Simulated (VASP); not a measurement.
A run of VASP 6.6.1:

File INCAR:

```
SYSTEM = SrO
PREC = Accurate
ENCUT = 520
EDIFF = 1E-6
ISMEAR = 0
SIGMA = 0.01
LREAL = .FALSE.
LASPH = .TRUE.
NELM = 80
ALGO = Normal
ISIF = 2
LWAVE = .FALSE.
LCHARG = .TRUE.
GGA = PE
LELF = .TRUE.
LVHAR = .TRUE.
NBANDS = 15
```

Contents of KPOINTS:

```
regular mesh
0
G
  6 6 6
  0 0 0
```

POSCAR

```
SrO
1.0
    0.0000000000      2.5663000000      2.5663000000
    2.5663000000      0.0000000000      2.5663000000
    2.5663000000      2.5663000000      0.0000000000
Sr O
1 1
Direct
    0.5000000000      0.5000000000      0.5000000000
    0.0194833028      0.0194833028     -0.0194833028
```

Potentials or basis: VASP PAW PBE potentials, release 64 (Sr_sv, O).

The run is started by

```sh
$ cat potpaw_PBE.64/Sr_sv/POTCAR potpaw_PBE.64/O/POTCAR > POTCAR
$ mpirun -np 1 vasp_std > vasp.out
```

Hardware: 1 thread of Intel Xeon 6975P-C, on a shared host.

**Question.** How long does it take, and how much memory?

**Answer.** Run time: 11 s on 1 thread of Intel Xeon 6975P-C (shared host), peak memory 0.16 GiB. Counts: scf iterations 13, k points 30.
